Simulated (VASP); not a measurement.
# Tl in VASP: notebook

The runs below take Tl through single point, with PBEsol, PBE.

All numbers are computed with VASP 6.6.1; they aren't measurements. Logs are shortened: lines on timing, memory, paths and dates and some standing lists are left out, and cuts for length are marked.

## Step 1: The cell of the first run

The cell holds a slab with vacuum, 6 atoms: a = 3.462 Å, b = 3.462 Å, c = 29.780 Å, α = 90.00°, β = 90.00°, γ = 60.00°.

## Step 2: Single point, PBEsol

Input file INCAR:

```
PREC = Accurate
ENCUT = 520
EDIFF = 1E-6
ISMEAR = 1
SIGMA = 0.1
LREAL = False
LASPH = True
NELM = 60
ALGO = Normal
ISIF = 2
LWAVE = False
LCHARG = False
LDIPOL = True
IDIPOL = 3
DIPOL = 0.5 0.5 0.500
GGA = PS
NBANDS = 48
```

Input file KPOINTS:

```
regular mesh
0
Gamma
  11 11 1
```

Input file POSCAR:

```
Tl
1.0
    3.4617901980      0.0000000000      0.0000000000
    1.7308950990      2.9979982540      0.0000000000
    0.0000000000      0.0000000000     29.7797228180
Tl
6
Direct
    0.6666666667      0.6666666667      0.2686391693
    0.0000000000      0.0000000000      0.3611835016
    0.6666666667      0.6666666667      0.4537278339
    0.0000000000      0.0000000000      0.5462721661
    0.6666666667      0.6666666667      0.6388164984
    0.0000000000      0.0000000000      0.7313608307
```

Potentials or basis: VASP PAW PBE potentials, release 64 (Tl_d).

The run is started by

```console
$ cat potpaw_PBE.64/Tl_d/POTCAR > POTCAR
$ mpirun -np 1 vasp_std > vasp.out
```

OUTCAR:

```text
PREC = Accurate
   ENCUT = 520
   EDIFF = 1E-6
   ISMEAR = 1
   LREAL = False
   LASPH = True
   NELM = 60
   ISIF = 2
   GGA = PS

 ion  position               nearest neighbor table
   1  0.667  0.667  0.269-   2 3.40   2 3.40   2 3.40
   2  0.000  0.000  0.361-   3 3.40   1 3.40   3 3.40   1 3.40   3 3.40   1 3.40
   3  0.667  0.667  0.454-   4 3.40   4 3.40   4 3.40   2 3.40   2 3.40   2 3.40
   4  0.000  0.000  0.546-   3 3.40   3 3.40   3 3.40   5 3.40   5 3.40   5 3.40
   5  0.667  0.667  0.639-   4 3.40   6 3.40   4 3.40   6 3.40   4 3.40   6 3.40
   6  0.000  0.000  0.731-   5 3.40   5 3.40   5 3.40

  LATTYP: Found a hexagonal cell.
 ALAT       =     3.4617901980
 C/A-ratio  =     8.6024054362

  Lattice vectors:

 A1 = (  -1.7308950990,  -2.9979982540,   0.0000000000)
 A2 = (   3.4617901980,   0.0000000000,   0.0000000000)
 A3 = (   0.0000000000,   0.0000000000,  29.7797228180)

Analysis of symmetry for initial positions (statically):
=====================================================================
 Subroutine PRICEL returns:
 Original cell was already a primitive cell.

 Routine SETGRP: Setting up the symmetry group for a
 hexagonal supercell.

 Subroutine GETGRP returns: Found 12 space group operations
 (whereof  6 operations were pure point group operations)
 out of a pool of 24 trial point group operations.

The static configuration has the point symmetry C_3v.
 The point group associated with its full space group is D_3d.

Analysis of symmetry for dynamics (positions and initial velocities):
=====================================================================
 Subroutine PRICEL returns:
 Original cell was already a primitive cell.

 Routine SETGRP: Setting up the symmetry group for a
 hexagonal supercell.

 Subroutine GETGRP returns: Found 12 space group operations
 (whereof  6 operations were pure point group operations)
 out of a pool of 24 trial point group operations.

The dynamic configuration has the point symmetry C_3v.
 The point group associated with its full space group is D_3d.

 Subroutine INISYM returns: Found 12 space group operations
 (whereof  6 operations are pure point group operations),
 and found     1 'primitive' translations

----------------------------------------------------------------------------------------

                                     Primitive cell

  volume of cell :     309.0671

  direct lattice vectors                    reciprocal lattice vectors
     3.461790198  0.000000000  0.000000000     0.288867881 -0.166777949  0.000000000
     1.730895099  2.997998254  0.000000000     0.000000000  0.333555898  0.000000000
     0.000000000  0.000000000 29.779722818     0.000000000  0.000000000  0.033579896

  length of vectors
     3.461790198  3.461790198 29.779722818     0.333555898  0.333555898  0.033579896

  position of ions in fractional coordinates (direct lattice)
     0.666666667  0.666666667  0.268639169
     0.000000000  0.000000000  0.361183502
     0.666666667  0.666666667  0.453727834
     0.000000000  0.000000000  0.546272166
     0.666666667  0.666666667  0.638816498
     0.000000000  0.000000000  0.731360831

  ion indices of the primitive-cell ions
   primitive index   ion index
                 1           1
                 2           2
                 3           3
                 4           4
                 5           5
                 6           6

----------------------------------------------------------------------------------------

 KPOINTS: regular mesh

Automatic generation of k-mesh.
 Grid dimensions read from file:
 generate k-points for:   11   11    1

 Generating k-lattice:

  Cartesian coordinates                     Fractional coordinates (reciprocal lattice)
     0.026260716 -0.015161632  0.000000000     0.090909091 -0.000000000  0.000000000
     0.000000000  0.030323263  0.000000000     0.000000000  0.090909091  0.000000000
     0.000000000  0.000000000  0.033579896     0.000000000  0.000000000  1.000000000

  Length of vectors
     0.030323263  0.030323263  0.033579896

  Shift w.r.t. Gamma in fractional coordinates (k-lattice)
     0.000000000  0.000000000  0.000000000

 Subroutine IBZKPT returns following result:
 ===========================================

 Found     16 irreducible k-points:

 Following reciprocal coordinates:
            Coordinates               Weight
  0.000000  0.000000  0.000000      1.000000
  0.090909 -0.000000  0.000000      6.000000
  0.181818 -0.000000  0.000000      6.000000
  0.272727 -0.000000  0.000000      6.000000
  0.363636 -0.000000  0.000000      6.000000
  0.454545 -0.000000  0.000000      6.000000
[... 8 lines left out ...]
 -0.454545  0.272727  0.000000      6.000000
 -0.363636  0.272727  0.000000      6.000000
   k-points           NKPTS =     16   k-points in BZ     NKDIM =     16   number of bands    NBANDS=     48
   number of dos      NEDOS =    301   number of ions     NIONS =      6
   total plane-waves  NPLWV = 175616
   dimension x,y,z NGX =    28 NGY =   28 NGZ =  224
   dimension x,y,z NGXF=    56 NGYF=   56 NGZF=  448
   ions per type =               6
   NGX,Y,Z   is equivalent  to a cutoff of  13.45, 13.45, 12.50 a.u.
   NGXF,Y,Z  is equivalent  to a cutoff of  26.89, 26.89, 25.01 a.u.
 SYSTEM =  unknown system
   PREC   = accura    normal or accurate (medium, high low for compatibility)
   ISTART =      0    job   : 0-new  1-cont  2-samecut
   ICHARG =      2    charge: 1-file 2-atom 10-const
   ISPIN  =      1    spin polarized calculation?
   LNONCOLLINEAR =      F non collinear calculations
   LSORBIT =      F    spin-orbit coupling
   LASPH  =      T    aspherical Exc in radial PAW
   ENCUT  =  520.0 eV  38.22 Ry    6.18 a.u.   6.44  6.44 55.37*2*pi/ulx,y,z
   NELM   =     60;   NELMIN=  2; NELMDL= -5     # of ELM steps
   EDIFF  = 0.1E-05   stopping-criterion for ELM
   LREAL  =      F    real-space projection
   EDIFFG = 0.1E-04   stopping-criterion for IOM
   NSW    =      0    number of steps for IOM
   IBRION =     -1    ionic relax: 0-MD 1-quasi-New 2-CG
   NFREE  =      0    steps in history (QN), initial steepest desc. (CG)
   ISIF   =      2    stress and relaxation
   ISYM   =      2    0-nonsym 1-usesym 2-fastsym
   POTIM  = 0.5000    time-step for ionic-motion
   TEBEG  =    0.0;   TEEND  =   0.0 temperature during run
   PSTRESS=    0.0 pullay stress
   NELECT =      78.0000    total number of electrons
   NUPDOWN=      -1.0000    fix difference up-down
   EMIN   =  10.00;   EMAX   =-10.00  energy-range for DOS
   EFERMI =   0.00;   METHOD = LEGACY
   ISMEAR =     1;   SIGMA  =   0.10  broadening in eV -4-tet -1-fermi 0-gaus
   EFERMI_NEDOS =   21; number of points for ismear=-14 and -15
   IALGO  =     38    algorithm
   IMIX   =      4    mixing-type and parameters
     AMIX     =   0.40;   BMIX     =  1.00
     AMIX_MAG =   1.60;   BMIX_MAG =  1.00
  volume/ion in A,a.u.               =      51.51       347.61
  Fermi-wavevector in a.u.,A,eV,Ry     =   1.034559  1.955034 14.562495  1.070313
  Thomas-Fermi vector in A             =   2.168860
   LORBIT       =      0    0 simple, 1 ext, 2 COOP (PROOUT), +10 PAW based schemes
   GGA     = PS    functional components
   LHFCALC =     F    Hartree Fock is set to
   AEXX    =    0.0000 exact exchange contribution
   IVDW    =     0    specifies the selected vdW correction
   LEPSILON=     F    determine dielectric tensor
   LRPA    =     F    only Hartree local field effects (RPA)
 non-spin polarized calculation
 Methfessel and Paxton  Order N= 1 SIGMA  =   0.10
  energy-cutoff  :      520.00
  volume of cell :      309.07
 maximum number of plane-waves:      8387
 NGX is ok and might be reduce to    28
   NGX = 13   NGY = 13   NGZ =111

 dipolmoment           0.000000      0.000000     -0.000000 electrons x Angstroem

 number of electron      78.0000002 magnetization

 dipolmoment           0.000000      0.000000      0.000001 electrons x Angstroem

 Free energy of the ion-electron system (eV)
  ---------------------------------------------------
  ext. energy  EPLUGINS =         0.00000000
  ---------------------------------------------------
  free energy    TOTEN  =       -15.31036965 eV

  energy without entropy =      -15.31107624  energy(sigma->0) =      -15.31060518

 E-fermi :   1.9068     XC(G=0):  -6.2390

 val. band max:        1.8491484256   @ k =  -0.4545   0.1818   0.0000
 cond. band min:       1.9264385681   @ k =  -0.4545   0.2727   0.0000
 fundamental gap:      0.0772901425
 Fermi energy:         1.9067878518

 k-point     1 :       0.0000    0.0000    0.0000
  band No.  band energies     occupation
      1      -9.7957      2.00000
      2      -9.7835      2.00000
      3      -9.7167      2.00000
      4      -9.6561      2.00000
      5      -9.5972      2.00000
      6      -9.5913      2.00000
[... 40 lines left out ...]
     47       9.9793      0.00000
     48      10.2638      0.00000

 k-point     2 :       0.0909   -0.0000    0.0000
  band No.  band energies     occupation
      1      -9.7697      2.00000
      2      -9.7592      2.00000
      3      -9.6963      2.00000
      4      -9.6432      2.00000
      5      -9.6082      2.00000
      6      -9.6038      2.00000
[... 40 lines left out ...]
     47       8.6312      0.00000
     48       9.1930      0.00000

 k-point     3 :       0.1818   -0.0000    0.0000
  band No.  band energies     occupation
      1      -9.7510      2.00000
      2      -9.7441      2.00000
      3      -9.6966      2.00000
      4      -9.6552      2.00000
      5      -9.6185      2.00000
      6      -9.6119      2.00000
[... 652 lines left out ...]
     47       4.2981      0.00000
     48       4.7361      0.00000

 k-point    16 :      -0.3636    0.2727    0.0000
  band No.  band energies     occupation
      1      -9.7865      2.00000
      2      -9.7366      2.00000
      3      -9.7181      2.00000
      4      -9.7041      2.00000
      5      -9.6636      2.00000
      6      -9.6599      2.00000
[... 40 lines left out ...]
     47       4.0323      0.00000
     48       4.7891      0.00000

------------------------ aborting loop because EDIFF is reached ----------------------------------------

 vacuum level on the upper side and lower side of the slab       (xc-potential included)        -0.129        -0.129

  FORCE on cell =-STRESS in cart. coord.  units (eV):
  Direction    XX          YY          ZZ          XY          YZ          ZX
  --------------------------------------------------------------------------------------
  -------------------------------------------------------------------------------------
  Total       -0.8768921     -0.8768921     -0.9725115     -0.0000000     -0.0000000      0.0000000
  in kB       -4.5457335     -4.5457335     -5.0414164     -0.0000000     -0.0000000      0.0000000
  external PRESSURE =      -4.7109611 kB  Pullay stress =       0.0000000 kB

 VOLUME and BASIS-vectors are now :
 -----------------------------------------------------------------------------
  energy-cutoff  :      520.00
  volume of cell :      309.07
      direct lattice vectors                 reciprocal lattice vectors
     3.461790198  0.000000000  0.000000000     0.288867881 -0.166777949  0.000000000
     1.730895099  2.997998254  0.000000000     0.000000000  0.333555898  0.000000000
     0.000000000  0.000000000 29.779722818     0.000000000  0.000000000  0.033579896

 POSITION                                       TOTAL-FORCE (eV/Angst)
 -----------------------------------------------------------------------------------
      3.46179      1.99867      8.00000        -0.000000      0.000000      0.048410
      0.00000      0.00000     10.75594         0.000000     -0.000000      0.029308
      3.46179      1.99867     13.51189         0.000000     -0.000000     -0.010922
      0.00000      0.00000     16.26783        -0.000000      0.000000      0.010922
      3.46179      1.99867     19.02378        -0.000000      0.000000     -0.029308
      0.00000      0.00000     21.77972         0.000000     -0.000000     -0.048410
 -----------------------------------------------------------------------------------
    total drift:                               -0.000001     -0.000001      0.000152

  FREE ENERGIE OF THE ION-ELECTRON SYSTEM (eV)
  ---------------------------------------------------
  free  energy   TOTEN  =       -15.3103696513 eV

  energy  without entropy=      -15.3110762415  energy(sigma->0) =      -15.31060518

 vacuum level on the upper side and lower side of the slab         5.496         5.496
```

It took 3.4 min on 1 thread of Intel Xeon 6975P-C (Granite Rapids), shared host; peak memory 0.48 GiB.

Results:

```
Free energy            : -15.3104 eV
Largest force          : 0.048 eV/Å
Band gap on the k mesh : zero (bands 39 and 40 overlap by 2.78 eV)
```

Forces in eV/Å, atoms in the order of the input:
```
Tl   0.000  0.000  0.048
Tl   0.000  0.000  0.029
Tl   0.000  0.000 -0.011
Tl   0.000  0.000  0.011
Tl   0.000  0.000 -0.029
Tl   0.000  0.000 -0.048
```

Levels at points of the mesh, in eV from the Fermi level:
```
           k point  band 35  band 36  band 37  band 38  band 39  band 40  band 41  band 42
(0.00, 0.00, 0.00)    -6.81    -5.64    -2.31    -0.91     0.91     2.64     3.39     4.20
```

Caveat: the PAW data sets were made with another functional, which shifts forces and pressure a little; spin-orbit coupling is left out, which moves the levels of the heavy elements.

[end of part 1 of 2]

The gap in the log of VASP goes by the Fermi energy; the results here count the filled bands.